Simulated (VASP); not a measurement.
Runs of VASP 6.6.1 on Li. The structure is that of space group P-62m (No. 189), or close to it. The cells are those of the table. 

| task | cell | k mesh | cutoff (eV) | gap on the mesh (eV) | pressure (GPa) | relaxed volume (Å³/atom) | largest force (eV/Å) |
| --- | --- | --- | --- | --- | --- | --- | --- |
| single point | a = 5.697, b = 5.697, c = 3.812 Å, angles 90.0, 90.0, 120.0°, 5 atoms | 6 × 6 × 4 | 520 | none | - | - | 0.01 |
| single point | a = 5.971, b = 5.971, c = 3.355 Å, angles 90.0, 90.0, 120.0°, 5 atoms | 9 × 9 × 10 | 520 | none | - | - | - |
| relaxation of cell and atoms | relaxed from a = 5.697, b = 5.697, c = 3.812 Å, angles 90.0, 90.0, 120.0°, 5 atoms | 9 × 9 × 10 | 600 | none | 0.0 | 20.54 | - |
| relaxation of cell and atoms | relaxed from a = 5.651, b = 5.651, c = 4.113 Å, angles 90.0, 90.0, 120.0°, 5 atoms | 6 × 6 × 4 | 600 | none | -0.1 | (a) | 0.01 |

Alike in all rows: level PBE; potentials or basis VASP PAW PBE potentials, release 64 (Li_sv); no spin polarisation; smearing gaussian 0.1 eV.

Question: Fill in the values left out.

Answer: (a) 21.11.

Caveats: some runs use coarse meshes; the cutoff is under 1.25 times the usual one of these potentials, so pressure, stress and relaxed cells hold a basis-set (Pulay) error.

A gap of «none» marks levels without a gap at the run's occupations.
